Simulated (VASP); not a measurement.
# TiHg (P4/mmm) in VASP: single point with LDA

Aim: the single point of TiHg with LDA.

Program: VASP 6.6.1. These are calculated values, not measurements. Logs are shortened: lines on timing, memory, paths and dates and some standing lists are left out, and cuts for length are marked.

## 1. The cell of the first run

The structure is tetragonal, space group P4/mmm (No. 123). Conventional cell: a = 2.934 Å, b = 2.934 Å, c = 4.016 Å, α = 90.00°, β = 90.00°, γ = 90.00°. Within 3.8 Å of Ti (site symmetry 4/mmm) lie 8 Hg at 2.89 Å and 4 Ti at 2.93 Å. Within 3.8 Å of Hg (site symmetry 4/mmm) lie 8 Ti at 2.89 Å and 4 Hg at 2.93 Å.

## 2. Single point, LDA

The input, INCAR:

```
ALGO = Normal
EDIFF = 1E-6
ENCUT = 520
GGA = CA
ISIF = 2
ISMEAR = -1
LASPH = T
LCHARG = F
LREAL = F
LWAVE = F
NBANDS = 19
NELM = 100
PREC = Accurate
SIGMA = 0.08
```

The input, KPOINTS:

```
k-points
0
Gamma
  14 14 10
```

The input, POSCAR:

```
TiHg
1.0
    2.9339975703      0.0000000000      0.0000000000
    0.0000000000      2.9339975703      0.0000000000
    0.0000000000      0.0000000000      4.0160552695
Ti Hg
1 1
Direct
    0.5000000000      0.5000000000      0.5000000000
    0.0000000000      0.0000000000      0.0000000000
```

Potentials or basis: VASP PAW LDA potentials, release 64 (Ti_sv, Hg).

The run is started by

```
cat potpaw_LDA.64/Ti_sv/POTCAR potpaw_LDA.64/Hg/POTCAR > POTCAR
mpirun -np 1 vasp_std > vasp.out
```

OUTCAR:

```text
EDIFF = 1E-6
   ENCUT = 520
   GGA = CA
   ISIF = 2
   ISMEAR = -1
   LASPH = T
   LREAL = F
   NELM = 100
   PREC = Accurate

 ion  position               nearest neighbor table
   1  0.500  0.500  0.500-   2 2.89   2 2.89   2 2.89   2 2.89   2 2.89   2 2.89   2 2.89   2 2.89

   2  0.000  0.000  0.000-   1 2.89   1 2.89   1 2.89   1 2.89   1 2.89   1 2.89   1 2.89   1 2.89

  LATTYP: Found a simple tetragonal cell.
 ALAT       =     2.9339975703
 C/A-ratio  =     1.3687997939

  Lattice vectors:

 A1 = (   2.9339975703,   0.0000000000,   0.0000000000)
 A2 = (   0.0000000000,   2.9339975703,   0.0000000000)
 A3 = (   0.0000000000,   0.0000000000,   4.0160552695)

Analysis of symmetry for initial positions (statically):
=====================================================================
 Subroutine PRICEL returns:
 Original cell was already a primitive cell.

 Routine SETGRP: Setting up the symmetry group for a
 simple tetragonal supercell.

 Subroutine GETGRP returns: Found 16 space group operations
 (whereof 16 operations were pure point group operations)
 out of a pool of 16 trial point group operations.

The static configuration has the point symmetry D_4h.

Analysis of symmetry for dynamics (positions and initial velocities):
=====================================================================
 Subroutine PRICEL returns:
 Original cell was already a primitive cell.

 Routine SETGRP: Setting up the symmetry group for a
 simple tetragonal supercell.

 Subroutine GETGRP returns: Found 16 space group operations
 (whereof 16 operations were pure point group operations)
 out of a pool of 16 trial point group operations.

The dynamic configuration has the point symmetry D_4h.

 Subroutine INISYM returns: Found 16 space group operations
 (whereof 16 operations are pure point group operations),
 and found     1 'primitive' translations

----------------------------------------------------------------------------------------

                                     Primitive cell

  volume of cell :      34.5716

  direct lattice vectors                    reciprocal lattice vectors
     2.933997570  0.000000000  0.000000000     0.340831911  0.000000000  0.000000000
     0.000000000  2.933997570  0.000000000     0.000000000  0.340831911  0.000000000
     0.000000000  0.000000000  4.016055269     0.000000000  0.000000000  0.249000557

  length of vectors
     2.933997570  2.933997570  4.016055269     0.340831911  0.340831911  0.249000557

  position of ions in fractional coordinates (direct lattice)
     0.500000000  0.500000000  0.500000000
     0.000000000  0.000000000  0.000000000

  ion indices of the primitive-cell ions
   primitive index   ion index
                 1           1
                 2           2

----------------------------------------------------------------------------------------

 KPOINTS: k-points

Automatic generation of k-mesh.
 Grid dimensions read from file:
 generate k-points for:   14   14   10

 Generating k-lattice:

  Cartesian coordinates                     Fractional coordinates (reciprocal lattice)
     0.024345137  0.000000000  0.000000000     0.071428571  0.000000000  0.000000000
     0.000000000  0.024345137  0.000000000     0.000000000  0.071428571  0.000000000
     0.000000000  0.000000000  0.024900056     0.000000000  0.000000000  0.100000000

  Length of vectors
     0.024345137  0.024345137  0.024900056

  Shift w.r.t. Gamma in fractional coordinates (k-lattice)
     0.000000000  0.000000000  0.000000000

 Subroutine IBZKPT returns following result:
 ===========================================

 Found    216 irreducible k-points:

 Following reciprocal coordinates:
            Coordinates               Weight
  0.000000  0.000000  0.000000      1.000000
  0.071429  0.000000  0.000000      4.000000
  0.142857  0.000000  0.000000      4.000000
  0.214286  0.000000  0.000000      4.000000
  0.285714  0.000000  0.000000      4.000000
  0.357143  0.000000  0.000000      4.000000
[... 16 lines left out ...]
  0.285714  0.214286  0.000000      8.000000
  0.357143  0.214286  0.000000      8.000000
 [... further k-points ...]
   k-points           NKPTS =    216   k-points in BZ     NKDIM =    216   number of bands    NBANDS=     19
   number of dos      NEDOS =    301   number of ions     NIONS =      2
   total plane-waves  NPLWV =  17280
   dimension x,y,z NGX =    24 NGY =   24 NGZ =   30
   dimension x,y,z NGXF=    48 NGYF=   48 NGZF=   60
   ions per type =               1   1
   NGX,Y,Z   is equivalent  to a cutoff of  13.60, 13.60, 12.42 a.u.
   NGXF,Y,Z  is equivalent  to a cutoff of  27.20, 27.20, 24.84 a.u.
 SYSTEM =  unknown system
   PREC   = accura    normal or accurate (medium, high low for compatibility)
   ISTART =      0    job   : 0-new  1-cont  2-samecut
   ICHARG =      2    charge: 1-file 2-atom 10-const
   ISPIN  =      1    spin polarized calculation?
   LNONCOLLINEAR =      F non collinear calculations
   LSORBIT =      F    spin-orbit coupling
   LASPH  =      T    aspherical Exc in radial PAW
   ENCUT  =  520.0 eV  38.22 Ry    6.18 a.u.   5.46  5.46  7.47*2*pi/ulx,y,z
   NELM   =    100;   NELMIN=  2; NELMDL= -5     # of ELM steps
   EDIFF  = 0.1E-05   stopping-criterion for ELM
   LREAL  =      F    real-space projection
   EDIFFG = 0.1E-04   stopping-criterion for IOM
   NSW    =      0    number of steps for IOM
   IBRION =     -1    ionic relax: 0-MD 1-quasi-New 2-CG
   NFREE  =      0    steps in history (QN), initial steepest desc. (CG)
   ISIF   =      2    stress and relaxation
   ISYM   =      2    0-nonsym 1-usesym 2-fastsym
   POTIM  = 0.5000    time-step for ionic-motion
   TEBEG  =    0.0;   TEEND  =   0.0 temperature during run
   PSTRESS=    0.0 pullay stress
   NELECT =      24.0000    total number of electrons
   NUPDOWN=      -1.0000    fix difference up-down
   EMIN   =  10.00;   EMAX   =-10.00  energy-range for DOS
   EFERMI =   0.00;   METHOD = LEGACY
   ISMEAR =    -1;   SIGMA  =   0.08  broadening in eV -4-tet -1-fermi 0-gaus
   EFERMI_NEDOS =   21; number of points for ismear=-14 and -15
   IALGO  =     38    algorithm
   IMIX   =      4    mixing-type and parameters
     AMIX     =   0.40;   BMIX     =  1.00
     AMIX_MAG =   1.60;   BMIX_MAG =  1.00
  volume/ion in A,a.u.               =      17.29       116.65
  Fermi-wavevector in a.u.,A,eV,Ry     =   1.449569  2.739288 28.589240  2.101250
  Thomas-Fermi vector in A             =   2.567280
   LORBIT       =      0    0 simple, 1 ext, 2 COOP (PROOUT), +10 PAW based schemes
   GGA     = CA    functional components
   LHFCALC =     F    Hartree Fock is set to
   AEXX    =    0.0000 exact exchange contribution
   IVDW    =     0    specifies the selected vdW correction
   LEPSILON=     F    determine dielectric tensor
   LRPA    =     F    only Hartree local field effects (RPA)
 non-spin polarized calculation
  energy-cutoff  :      520.00
  volume of cell :       34.57
 maximum number of plane-waves:       947
 NGX is ok and might be reduce to    24
   NGX = 11   NGY = 11   NGZ = 15

 number of electron      24.0000002 magnetization

 Free energy of the ion-electron system (eV)
  ---------------------------------------------------
  ext. energy  EPLUGINS =         0.00000000
  ---------------------------------------------------
  free energy    TOTEN  =        -9.86585525 eV

  energy without entropy =       -9.81457637  energy(sigma->0) =       -9.84021581

 E-fermi :   6.8279     XC(G=0): -12.3721

 val. band max:        6.8253346185   @ k =   0.4286   0.1429   0.1000
 cond. band min:       6.8300480332   @ k =   0.2857   0.0000   0.2000
 fundamental gap:      0.0047134147
 Fermi energy:         6.8279326515

 k-point     1 :       0.0000    0.0000    0.0000
  band No.  band energies     occupation
      1     -49.4341      2.00000
      2     -26.2293      2.00000
      3     -25.8333      2.00000
      4     -25.8333      2.00000
      5      -3.0108      2.00000
      6      -2.1318      2.00000
[... 11 lines left out ...]
     18      16.0219      0.00000
     19      16.0219      0.00000

 k-point     2 :       0.0714    0.0000    0.0000
  band No.  band energies     occupation
      1     -49.4321      2.00000
      2     -26.2276      2.00000
      3     -25.8510      2.00000
      4     -25.8319      2.00000
      5      -2.8987      2.00000
      6      -2.0771      2.00000
[... 11 lines left out ...]
     18      15.5960      0.00000
     19      16.2403      0.00000

 k-point     3 :       0.1429    0.0000    0.0000
  band No.  band energies     occupation
      1     -49.4267      2.00000
      2     -26.2228      2.00000
      3     -25.9004      2.00000
      4     -25.8278      2.00000
      5      -2.6068      2.00000
      6      -1.8802      2.00000
[... 11 lines left out ...]
     18      15.1458      0.00000
     19      16.8579      0.00000

 k-point     4 :       0.2143    0.0000    0.0000
  band No.  band energies     occupation
      1     -49.4187      2.00000
      2     -26.2159      2.00000
      3     -25.9712      2.00000
      4     -25.8219      2.00000
      5      -2.2975      2.00000
      6      -1.4111      2.00000
[... 11 lines left out ...]
     18      14.9638      0.00000
     19      17.7928      0.00000

 k-point     5 :       0.2857    0.0000    0.0000
  band No.  band energies     occupation
      1     -49.4099      2.00000
      2     -26.2082      2.00000
      3     -26.0489      2.00000
      4     -25.8153      2.00000
      5      -2.0888      2.00000
      6      -1.0538      2.00000
[... 11 lines left out ...]
     18      14.8707      0.00000
     19      18.9622      0.00000
[... 334 lines left out ...]
      2     -26.1870      2.00000
      3     -26.1733      2.00000
      4     -25.8666      2.00000
      5      -1.3849      2.00000
      6      -1.3451      2.00000
[... 11 lines left out ...]
     18      16.2170      0.00000
     19      17.2089      0.00000

 k-point    22 :       0.2143    0.2143    0.0000
  band No.  band energies     occupation
      1     -49.4037      2.00000
      2     -26.2014      2.00000
      3     -25.9620      2.00000
      4     -25.9507      2.00000
      5      -1.3305      2.00000
      6      -1.2180      2.00000
[... 11 lines left out ...]
     18      13.1260      0.00000
     19      15.7121      0.00000

 k-point    23 :       0.2857    0.2143    0.0000
  band No.  band energies     occupation
      1     -49.3950      2.00000
      2     -26.1931      2.00000
      3     -26.0326      2.00000
      4     -25.9474      2.00000
      5      -1.2562      2.00000
      6      -0.9946      2.00000
[... 11 lines left out ...]
     18      13.6813      0.00000
     19      15.8820      0.00000

 k-point    24 :       0.3571    0.2143    0.0000
  band No.  band energies     occupation
      1     -49.3872      2.00000
      2     -26.1857      2.00000
      3     -26.1001      2.00000
      4     -25.9400      2.00000
      5      -1.2736      2.00000
      6      -1.1887      2.00000
[... 11 lines left out ...]
     18      14.3207      0.00000
     19      16.3000      0.00000

 [... further k-points ...]

------------------------ aborting loop because EDIFF is reached ----------------------------------------

  FORCE on cell =-STRESS in cart. coord.  units (eV):
  Direction    XX          YY          ZZ          XY          YZ          ZX
  --------------------------------------------------------------------------------------
  -------------------------------------------------------------------------------------
  Total        0.2453461      0.2453461      0.2319146      0.0000000     -0.0000000      0.0000000
  in kB       11.3702625     11.3702625     10.7477988      0.0000000     -0.0000000      0.0000000
  external PRESSURE =      11.1627746 kB  Pullay stress =       0.0000000 kB

 VOLUME and BASIS-vectors are now :
 -----------------------------------------------------------------------------
  energy-cutoff  :      520.00
  volume of cell :       34.57
      direct lattice vectors                 reciprocal lattice vectors
     2.933997570  0.000000000  0.000000000     0.340831911  0.000000000  0.000000000
     0.000000000  2.933997570  0.000000000     0.000000000  0.340831911  0.000000000
     0.000000000  0.000000000  4.016055269     0.000000000  0.000000000  0.249000557

 POSITION                                       TOTAL-FORCE (eV/Angst)
 -----------------------------------------------------------------------------------
      1.46700      1.46700      2.00803         0.000000      0.000000      0.000000
      0.00000      0.00000      0.00000         0.000000      0.000000      0.000000
 -----------------------------------------------------------------------------------
    total drift:                                0.000000      0.000000     -0.000000

  FREE ENERGIE OF THE ION-ELECTRON SYSTEM (eV)
  ---------------------------------------------------
  free  energy   TOTEN  =        -9.8658552456 eV

  energy  without entropy=       -9.8145763692  energy(sigma->0) =       -9.84021581
```

It took 97 s on 1 thread of Intel Xeon 8259CL, shared host; peak memory 0.25 GiB.

What came out:

```
Free energy            : -9.8659 eV
Pressure               : 1.1 GPa
Band gap on the k mesh : zero (bands 12 and 13 overlap by 1.26 eV)
```

Caveat: spin-orbit coupling is left out, which moves the levels of the heavy elements.
